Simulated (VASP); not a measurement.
**ZnO: vibrations by perturbation theory with PBEsol**

The system is ZnO.

```
Zn O
1.0
     3.23003    0.00000    0.00000
    -1.61502    2.79729    0.00000
     0.00000    0.00000    5.21423
Zn O
2 2
Direct
  0.33333 0.66667 0.50004
  0.66667 0.33333 0.00004
  0.66667 0.33333 0.37897
  0.33333 0.66667 0.87897
```

```yaml
Program: VASP 6.6.1
Task: vibrations by perturbation theory
Functional: PBEsol
Potentials_or_basis: VASP PAW PBE potentials, release 64 (Zn, O)
Cutoff: 600 eV
k_mesh: 6 × 6 × 4
Occupations: gaussian, width 0.01 eV
Spin: no spin polarisation
Dipole_correction: no
Further_INCAR_settings: ALGO = Normal; EDIFF = 1e-08; NBANDS = 26; IBRION = 8; NSW = 1
```

```
Highest phonon frequency at Γ, LO-TO splitting left out : 535 cm⁻¹
```

Phonon frequencies in cm⁻¹ (negative: imaginary):
```
              q point                               frequencies
(0.000, 0.000, 0.000)  -1 0 0 87 87 254 377 395 395 429 429 535
```

It took 4.2 min on 1 thread of Intel(R) Xeon(R) 6975P-C (Granite Rapids), with other jobs on the host, peak memory 0.41 GiB.

Caveat: the k points lie up to 0.37 Å⁻¹ apart.
